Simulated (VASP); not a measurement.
Runs of VASP 6.6.1 on TaN. The structure is that of space group I4/mmm (No. 139), or close to it. The cells are those of the table. 

| cell | gap on the mesh (eV) | pressure (GPa) |
| --- | --- | --- |
| a = 3.091, b = 3.091, c = 3.328 Å, angles 57.4, 57.4, 65.1°, 2 atoms | none | (a) |
| a = 3.149, b = 3.149, c = 2.958 Å, angles 62.0, 62.0, 56.0°, 2 atoms | none | 29.6 |
| a = 3.084, b = 3.084, c = 3.205 Å, angles 58.7, 58.7, 62.6°, 2 atoms | none | 7.2 |
| a = 3.026, b = 3.026, c = 3.205 Å, angles 58.0, 58.0, 64.0°, 2 atoms | none | 32.4 |

Alike in all rows: task single point; level PBE; potentials or basis VASP PAW PBE potentials, release 64 (Ta_pv, N); no spin polarisation; k mesh 18 × 18 × 18; cutoff (eV) 600; smearing gaussian 0.15 eV.

Estimate the missing entries.

(a) 13.1.

Caveats: the cell stands under pressure; spin-orbit coupling is left out, which moves the levels of the heavy elements.

A k mesh can miss the band edges, and the runs leave out spin-orbit coupling on Ta.

A gap of «none» marks levels without a gap at the run's occupations.
